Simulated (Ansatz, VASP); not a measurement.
**HfC5 in VASP and in Ansatz**

```
CELL_PARAMETERS angstrom
2.62972 0.00000 0.00000
-1.31486 2.27740 0.00000
0.00000 0.00000 8.81393
ATOMIC_POSITIONS crystal
Hf 0.00000 0.00000 0.00000
C 0.66667 0.33333 0.66360
C 0.00000 0.00000 0.72210
C 0.66667 0.33333 0.50000
C 0.00000 0.00000 0.27790
C 0.66667 0.33333 0.33640
```

Change from the starting cell: species swapped into the Ca5Mg type (P-6m2, No. 187).

Alike in both runs: functional PBE; k mesh 18 × 18 × 4; occupations gaussian, width 0.1 eV; no spin polarisation.

Ansatz relaxed the structure, and its values are those at the end. VASP's run is a single point on that final structure, the one shown.

```csv
,VASP,Ansatz
version,VASP 6.6.1,Ansatz 0.2.0
potentials or method,"VASP PAW PBE potentials, release 64 (Hf_pv, C), cutoff 520 eV","scalar-relativistic, plane waves, PAW"
valence electrons in the cell,30,46
```

|  | VASP | Ansatz | Ansatz less VASP |
| --- | --- | --- | --- |
| gap on the k mesh at the Fermi level (eV) | none | none | - |
| pressure (GPa) | 0.1 | 0.0 | -0.11 |
| rms of the force components (eV/Å) | 0.010 | 0.000 | -0.0098 |

A gap of «none» marks a metal or a gap that the smearing closes. With one functional, cell and mesh, what is left measures potentials, basis and numerics. VASP's potentials hold 30 valence electrons a cell and Ansatz's 46, so a difference there can come from the potentials and not from the codes.

Neither program's run includes spin-orbit coupling.
